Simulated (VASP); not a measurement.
Ca3SbP, 5 atoms in the cell. It takes space group P4mm (No. 99, tetragonal). Conventional cell: a = 5.164 Å, b = 5.164 Å, c = 5.164 Å, α = 90.00°, β = 90.00°, γ = 90.00°. Within 3.4 Å of Ca (site symmetry 4mm) lie 2 P at 2.56 to 2.60 Å. Within 3.4 Å of Ca (site symmetry 2mm) lie 2 P at 2.58 Å. Within 4.6 Å of Sb (site symmetry 4mm) lie 12 Ca at 3.51 to 3.80 Å and 8 P at 4.41 to 4.53 Å. Within 3.4 Å of P (site symmetry 4mm) lie 6 Ca at 2.56 to 2.60 Å. 

| Quantity | Value |
| --- | --- |
| Program | VASP 6.6.1 |
| Task | single point |
| Functional | LDA |
| Potentials or basis | VASP PAW LDA potentials, release 64 (Ca_sv, Sb, P) |
| Cutoff | 520 eV |
| k mesh | 6 × 6 × 6 |
| Occupations | gaussian, width 0.05 eV |
| Spin | no spin polarisation |
| Dipole correction | no |
| Further INCAR settings | ALGO = Normal; EDIFF = 1e-07; NBANDS = 28 |

Potentials or basis: VASP PAW LDA potentials, release 64 (Ca_sv, Sb, P).

The run is started by

```sh
$ cat potpaw_LDA.64/Ca_sv/POTCAR potpaw_LDA.64/Sb/POTCAR potpaw_LDA.64/P/POTCAR > POTCAR
$ mpirun -np 1 vasp_std > vasp.out
```

Hardware: 1 thread of Oxide Virtual Turin-like Processor, with other jobs on the host.

Task: How long does it take, and how much memory?

Result: Wall time 2.7 min on 1 thread of Oxide Virtual Turin-like Processor, with other jobs on the host, peak memory 0.26 GiB. Counts: scf iterations 15, k points 40.
